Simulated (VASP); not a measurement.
Input of a VASP 6.6.1 run:

Contents of INCAR:

```
SYSTEM = ZnS
ALGO     = Normal         ! electronic algorithm
EDIFF    = 1E-6           ! SCF threshold, eV
ENCUT    = 520            ! plane-wave cutoff, eV
GGA      = PE             ! functional
ISIF     = 2              ! what is computed and relaxed
ISMEAR   = -1             ! smearing method
LASPH    = .True.         ! aspherical terms in the spheres
LCHARG   = .True.         ! write CHGCAR
LELF     = .True.         ! ELF
LREAL    = .False.        ! projectors in reciprocal space
LVHAR    = .True.       
LWAVE    = .False.        ! write WAVECAR
NBANDS   = 26             ! bands
NELM     = 80             ! most SCF steps
PREC     = Accurate       ! precision mode
SIGMA    = 0.08           ! smearing width, eV
```

Contents of KPOINTS:

```
k-points
0
Gamma
  11 11 6
  0 0 0
```

The input POSCAR:

```
ZnS
1.0
    3.5323635176      0.0000000000      0.0000000000
   -1.7661817588      3.0591165416      0.0000000000
    0.0000000000      0.0000000000      5.7882137875
Zn S
2 2
Direct
    0.0000000000      0.0000000000      0.0000000000
    0.0000000000      0.0000000000      0.5000000000
    0.3333333333      0.6666666667      0.2500000000
    0.6666666667      0.3333333333      0.7500000000
```

Potentials or basis: VASP PAW PBE potentials, release 64 (Zn, S).

The run is started by

```sh
$ cat potpaw_PBE.64/Zn/POTCAR potpaw_PBE.64/S/POTCAR > POTCAR
$ mpirun -np 1 vasp_std > vasp.out
```

Problem. Estimate the pressure.

Solution. 7.6 GPa.

Problem. Estimate the band gap on the k mesh.

Solution. 0.49 eV (least direct gap 2.02 eV).

Caveat: the cell stands under pressure; an odd mesh through Γ misses points on the zone boundary, where band edges can lie.
